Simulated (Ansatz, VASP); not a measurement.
One calculation of Au, two programs

```
CELL_PARAMETERS angstrom
2.93816 0.00000 0.00000
-1.46908 2.54452 0.00000
0.00000 0.00000 4.94422
ATOMIC_POSITIONS crystal
Au 0.66667 0.33333 0.25000
Au 0.33333 0.66667 0.75000
```

Change from the starting cell: volume scaled by 1.04.

Alike in both runs: task single point; functional LDA; k mesh 11 × 11 × 6; occupations fermi-dirac, width 0.05 eV; no spin polarisation.

|  | VASP | Ansatz |
| --- | --- | --- |
| version | VASP 6.6.1 | Ansatz 0.2.0 |
| potentials or method | VASP PAW LDA potentials, release 64 (Au), cutoff 520 eV | all-electron LAPW, scalar-relativistic |

|  | VASP | Ansatz | Ansatz less VASP |
| --- | --- | --- | --- |
| gap on the k mesh at the Fermi level (eV) | none | none | - |
| pressure (GPa) | -14.8 | -15.2 | -0.35 |
| traceless stress, the component that is largest in VASP (GPa) | 0.22 | 0.29 | +0.074 |

LDA's correlation is that of Perdew and Zunger in VASP and of Perdew and Wang (1992) in Ansatz. A gap of «none» marks a metal or a gap that the smearing closes. Ansatz ran all-electron here, and VASP with PAW potentials.

Spin-orbit coupling is off throughout.
